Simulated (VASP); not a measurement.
Input of a VASP 6.6.1 run:

Contents of INCAR:

```
PREC = Accurate
ENCUT = 600
EDIFF = 1E-6
ISMEAR = 0
SIGMA = 0.05
LREAL = F
LASPH = T
NELM = 150
ALGO = Normal
ISIF = 3
LWAVE = F
LCHARG = F
ISPIN = 2
MAGMOM = 1.5
LORBIT = 11
LMAXMIX = 4
GGA = PS
IBRION = 2
NSW = 80
EDIFFG = -0.03
```

The input KPOINTS:

```
regular mesh
0
Gamma
  11 11 11
```

The input POSCAR:

```
Ni
1.0
    0.0000000000      1.7619350000      1.7619350000
    1.7619350000      0.0000000000      1.7619350000
    1.7619350000      1.7619350000      0.0000000000
Ni
1
Direct
    0.0000000000      0.0000000000      0.0000000000
```

Potentials or basis: VASP PAW PBE potentials, release 64 (Ni).

Run with:

```sh
$ cat potpaw_PBE.64/Ni/POTCAR > POTCAR
$ mpirun -np 1 vasp_std > vasp.out
```

Task: Predict the relaxed cell.

Result: a = 2.447 Å, b = 2.447 Å, c = 2.447 Å, α = 60.00°, β = 60.00°, γ = 60.00°.

Task: What does it give for the net moment?

Result: 0.57 μB per cell.

Task: What does it give for the space group after relaxing (to 0.05 Å)?

Result: Fm-3m (No. 225).

The path:
| step | energy change (eV) | largest force (eV/Å) | pressure (GPa) | volume (Å³) |
| --- | --- | --- | --- | --- |
| 1 | 0.0000 | 0.0000 | -11.00 | 10.94 |
| 2 | 0.0029 | 0.0000 | 14.76 | 9.79 |
| 3 | -0.0214 | 0.0000 | -0.08 | 10.36 |

Caveat: the PAW data sets were made with another functional, which shifts forces and pressure a little.
